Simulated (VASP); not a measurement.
Here is a VASP 6.6.1 calculation.

Contents of INCAR:

```
SYSTEM = Na
ALGO     = Normal         ! electronic algorithm
EDIFF    = 1E-6           ! SCF threshold, eV
ENCUT    = 500            ! plane-wave cutoff, eV
GGA      = PE             ! functional
GGA_COMPAT= .FALSE.      
ISIF     = 2              ! what is computed and relaxed
ISMEAR   = -1             ! smearing method
ISPIN    = 2              ! spin polarisation
ISYM     = -1           
IVDW     = 12             ! dispersion correction
LASPH    = .TRUE.         ! aspherical terms in the spheres
LCHARG   = .FALSE.        ! write CHGCAR
LORBIT   = 11             ! projections on sites
LREAL    = .FALSE.        ! projectors in reciprocal space
LWAVE    = .FALSE.        ! write WAVECAR
MAGMOM   = 0              ! initial moments
NBANDS   = 14             ! bands
NELM     = 200            ! most SCF steps
PREC     = Accurate       ! precision mode
SIGMA    = 0.1            ! smearing width, eV
```

The input KPOINTS:

```
explicit points
10
Reciprocal
  0.50000000   0.12500000   0.00000000 2
  0.50000000   0.12500000   0.20000000 2
  0.50000000   0.12500000   0.40000000 2
  0.50000000   0.12500000   0.60000000 2
  0.50000000   0.12500000   0.80000000 2
  0.50000000   0.37500000   0.00000000 2
  0.50000000   0.37500000   0.20000000 2
  0.50000000   0.37500000   0.40000000 2
  0.50000000   0.37500000   0.60000000 2
  0.50000000   0.37500000   0.80000000 2
```

Contents of POSCAR:

```
Na
1.0
   -1.8882910800      1.8882910800      2.6372766800
    1.8882910800     -1.8882910800      2.6372766800
    1.8882910800      1.8882910800     -2.6372766800
Na
1
Direct
    0.0000000000      0.0000000000      0.0000000000
```

Potentials or basis: VASP PAW PBE potentials, release 64 (Na_pv).

Run with:

```bash
$ cat potpaw_PBE.64/Na_pv/POTCAR > POTCAR
$ mpirun -np 1 vasp_std > vasp.out
```

(1) Predict the dispersion energy per atom.

(2) Predict the pressure.

(3) Predict the net moment.

## Answers

(1) -0.152 eV.

(2) 2.3 GPa.

(3) 0.00 μB per cell.
